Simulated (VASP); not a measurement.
Crystal: Se.

```
CELL_PARAMETERS angstrom
0.00000 2.21751 2.21751
2.21751 0.00000 2.21751
2.21751 2.21751 0.00000
ATOMIC_POSITIONS crystal
Se 0.00000 0.00000 0.00000
```

This isn't the form of Se at room conditions, which is trigonal, of chains.

* Program: VASP 6.6.1
* Task: relaxation of cell and atoms
* Functional: r2SCAN
* Potentials or basis: VASP PAW PBE potentials, release 64 (Se)
* Cutoff: 600 eV
* k mesh: 12 × 12 × 12
* Occupations: fermi-dirac, width 0.1 eV
* Spin: no spin polarisation

At the start: pressure -4.1 GPa; volume 21.81 Å³/atom.

Q: Where does the relaxation end?

A: Over 3 steps the energy falls by 18.8 meV/atom and the volume is 20.41 Å³/atom (-6.4 %); space group Fm-3m (No. 225, to 0.1 Å) before and after.

Step by step:
| step | energy change (eV) | largest force (eV/Å) | pressure (GPa) | volume (Å³) |
| --- | --- | --- | --- | --- |
| 1 | 0.0000 | 0.0000 | -4.06 | 21.81 |
| 2 | -0.0178 | 0.0000 | 1.11 | 20.11 |
| 3 | -0.0188 | 0.0000 | 0.01 | 20.41 |

Final structure:
```
Se
1.0
     0.00000    2.16910    2.16910
     2.16910    0.00000    2.16910
     2.16910    2.16910    0.00000
Se
1
Cartesian
  0.0000 0.0000 0.0000
```

Caveat: the PAW data sets were made with another functional, which shifts forces and pressure a little.
